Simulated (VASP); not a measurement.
Wanted: the native input for a VASP 6.6.1 run.

```yaml
Task: single point
Functional: PBE
Potentials_or_basis: VASP PAW PBE potentials, release 64 (Ba_sv, Ti_sv, O)
Cutoff: 520 eV
k_mesh: 6 × 6 × 6
Occupations: fermi-dirac, width 0.02 eV
Spin: no spin polarisation
Dipole_correction: no
Further_INCAR_settings: ALGO = Normal; EDIFF = 1e-06; NBANDS = 28
```

The structure of BaTiO3 lies in POSCAR:

```
BaTiO3
1.0
    3.9854332033      0.0000000000      0.0000000000
    0.0000000000      3.9854332033      0.0000000000
    0.0000000000      0.0000000000      4.2004793553
Ba Ti O
1 1 3
Direct
    0.5000000000      0.5000000000      0.5912589164
    0.0000000000      0.0000000000      0.1084205195
    0.0000000000      0.5000000000      0.0602530009
    0.5000000000      0.0000000000      0.0602530009
    0.0000000000      0.0000000000      0.5398115523
```

The input as run:

INCAR

```
ALGO = Normal
EDIFF = 1E-6
ENCUT = 520
GGA = PE
ISIF = 2
ISMEAR = -1
LASPH = True
LCHARG = False
LREAL = False
LWAVE = False
NBANDS = 28
NELM = 60
PREC = Accurate
SIGMA = 0.02
```

KPOINTS

```
k-points
0
Gamma
  6 6 6
```

Potentials or basis: VASP PAW PBE potentials, release 64 (Ba_sv, Ti_sv, O).

Run with:

```console
$ cat potpaw_PBE.64/Ba_sv/POTCAR potpaw_PBE.64/Ti_sv/POTCAR potpaw_PBE.64/O/POTCAR > POTCAR
$ mpirun -np 1 vasp_std > vasp.out
```

It gave:

```json
{
  "Pressure": "1.6 GPa",
  "Largest force": "0.083 eV/Å",
  "Band gap on the k mesh": "1.79 eV, indirect (least direct gap 2.35 eV)"
}
```

Caveat: spin-orbit coupling is left out, which moves the levels of the heavy elements.

Wall time 30 s on 1 thread of Intel(R) Xeon(R) 6975P-C (Granite Rapids) (shared host), peak memory 0.22 GiB.
